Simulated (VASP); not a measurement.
A run of VASP 6.6.1 is set up as follows.

The input INCAR:

```
SYSTEM = CaO
PREC = Accurate
ENCUT = 520
EDIFF = 1E-8
ISMEAR = 0
SIGMA = 0.01
LREAL = .FALSE.
LASPH = .TRUE.
NELM = 100
ALGO = Normal
ISIF = 2
LWAVE = .FALSE.
LCHARG = .FALSE.
GGA = PE
LEPSILON = .TRUE.
```

Contents of KPOINTS:

```
Automatic mesh
0
G
  6 6 4
  0 0 0
```

The input POSCAR:

```
CaO
1.0
    3.9810268624      0.0000000000      0.0000000000
   -1.9905134312      3.4476703960      0.0000000000
    0.0000000000      0.0000000000      4.7701156015
Ca O
2 2
Direct
    0.3333333333      0.6666666667      0.2500000000
    0.6666666667      0.3333333333      0.7500000000
    0.6666666667      0.3333333333      0.2500000000
    0.3333333333      0.6666666667      0.7500000000
```

Potentials or basis: VASP PAW PBE potentials, release 64 (Ca_sv, O).

Launch:

```bash
$ cat potpaw_PBE.64/Ca_sv/POTCAR potpaw_PBE.64/O/POTCAR > POTCAR
$ mpirun -np 1 vasp_std > vasp.out
```

**Question.** Estimate the electronic dielectric tensor (diagonal).

**Answer.** 3.32, 3.32, 3.43.

**Question.** What does it give for the Born charges (mean of the diagonal)?

**Answer.** Ca +2.16; O -2.16 e.

**Question.** What does it give for the band gap on the k mesh?

**Answer.** 3.19 eV.

Electronic dielectric tensor:
```
3.32 0.00 0.00
0.00 3.32 0.00
0.00 0.00 3.43
```
